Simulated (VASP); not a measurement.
Set up this calculation in VASP 6.6.1, as the native input.

```
Task                   : single point
Functional             : PBE
Potentials or basis    : VASP PAW PBE potentials, release 64 (Al, V_sv, N)
Cutoff                 : 520 eV
k mesh                 : 12 × 12 × 6
Occupations            : gaussian, width 0.1 eV
Spin                   : no spin polarisation
Dipole correction      : no
Further INCAR settings : ALGO = Normal; EDIFF = 1e-06; NBANDS = 31
```

The structure of AlV2N3 lies in POSCAR:

```
AlV2N3
1.0
    2.9259910333      0.0000000000      0.0000000000
   -1.4629955166      2.5339825660      0.0000000000
    0.0000000000      0.0000000000      7.0545034145
Al V N
1 2 3
Direct
    0.0000000000      0.0000000000      0.5000000000
    0.6666666667      0.3333333333      0.8520467434
    0.3333333333      0.6666666667      0.1479532566
    0.3333333333      0.6666666667      0.6618730265
    0.6666666667      0.3333333333      0.3381269735
    0.0000000000      0.0000000000      0.0000000000
```

These files were run (other wordings do the same):

INCAR

```
SYSTEM = AlV2N3
ALGO = Normal
EDIFF = 1E-6
ENCUT = 520
GGA = PE
ISIF = 2
ISMEAR = 0
LASPH = .TRUE.
LCHARG = .FALSE.
LREAL = .FALSE.
LWAVE = .FALSE.
NBANDS = 31
NELM = 80
PREC = Accurate
SIGMA = 0.1
```

KPOINTS

```
k-points
0
G
  12 12 6
  0 0 0
```

Potentials or basis: VASP PAW PBE potentials, release 64 (Al, V_sv, N).

Launch:

```bash
$ cat potpaw_PBE.64/Al/POTCAR potpaw_PBE.64/V_sv/POTCAR potpaw_PBE.64/N/POTCAR > POTCAR
$ mpirun -np 1 vasp_std > vasp.out
```

It gave:

| Quantity | Value |
| --- | --- |
| Pressure | 0.5 GPa |
| Largest force | 0.077 eV/Å |
| Band gap on the k mesh | zero (bands 22 and 23 overlap by 1.27 eV) |

Caveat: the run has no spin polarisation, though such a crystal can be magnetic.

Wall time 75 s on 1 thread of Intel(R) Xeon(R) 6975P-C (Granite Rapids), on a shared host, peak memory 0.27 GiB.
